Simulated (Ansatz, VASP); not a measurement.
## Two plane-wave programs on GaN

The input INCAR:

```
SYSTEM = GaN
ALGO = Normal
EDIFF = 1E-6
ENCUT = 520
GGA = PE
ISIF = 2
ISMEAR = 0
LASPH = .True.
LCHARG = .False.
LREAL = .False.
LWAVE = .False.
NBANDS = 26
NELM = 80
PREC = Accurate
SIGMA = 0.05
```

File KPOINTS:

```
k-points
0
Gamma
  12 12 6
  0 0 0
```

The input POSCAR:

```
GaN
1.0
    3.3091362245      0.0000000000      0.0000000000
   -1.6545681123      2.8657960350      0.0000000000
    0.0000000000      0.0000000000      4.9595347001
Ga N
2 2
Direct
    0.3333333333      0.6666666667      0.9991316875
    0.6666666667      0.3333333333      0.4991316875
    0.3333333333      0.6666666667      0.3758683125
    0.6666666667      0.3333333333      0.8758683125
```

Input for Ansatz:

```yaml
crystal:
  lattice:
    - [3.3091362245, 0.0, 0.0]
    - [-1.6545681123, 2.865796035, 0.0]
    - [0.0, 0.0, 4.9595347001]
  atoms:
    - { symbol: Ga, position: [0.3333333333, 0.6666666667, 0.9991316875] }
    - { symbol: Ga, position: [0.6666666667, 0.3333333333, 0.4991316875] }
    - { symbol: "N", position: [0.3333333333, 0.6666666667, 0.3758683125] }
    - { symbol: "N", position: [0.6666666667, 0.3333333333, 0.8758683125] }
basis:
  ecutwfc: 420
kpoints:
  mp_grid: { grid: [12, 12, 6] }
hamiltonian:
  xc: pbe
scf:
  occupations: { method: gaussian, width: 0.05 }
output:
  forces: true
  stress: true
  eigenvalues: true
```

Alike in both runs: task single point; functional PBE; k mesh 12 × 12 × 6; occupations gaussian, width 0.05 eV; no spin polarisation.

|  | VASP | Ansatz |
| --- | --- | --- |
| version | VASP 6.6.1 | Ansatz 0.2.0 |
| potentials or method | VASP PAW PBE potentials, release 64 (Ga_d, N), cutoff 520 eV | scalar-relativistic, plane waves, PAW |
| valence electrons in the cell | 36 | 36 |

Ansatz gave:

* gap on the k mesh at the Fermi level (eV): 1.67
* least direct gap on the mesh (eV): 1.67
* pressure (GPa): 1.9
* traceless stress, the component that is largest in VASP (GPa): 20.88
* rms of the force components (eV/Å): 0.618

Q: Which values does VASP return?

A: gap on the k mesh at the Fermi level (eV): 1.67; least direct gap on the mesh (eV): 1.67; pressure (GPa): 1.9; traceless stress, the component that is largest in VASP (GPa): 20.78; rms of the force components (eV/Å): 0.605.

Atom by atom the forces differ by 0.013 eV/Å (rms over components).
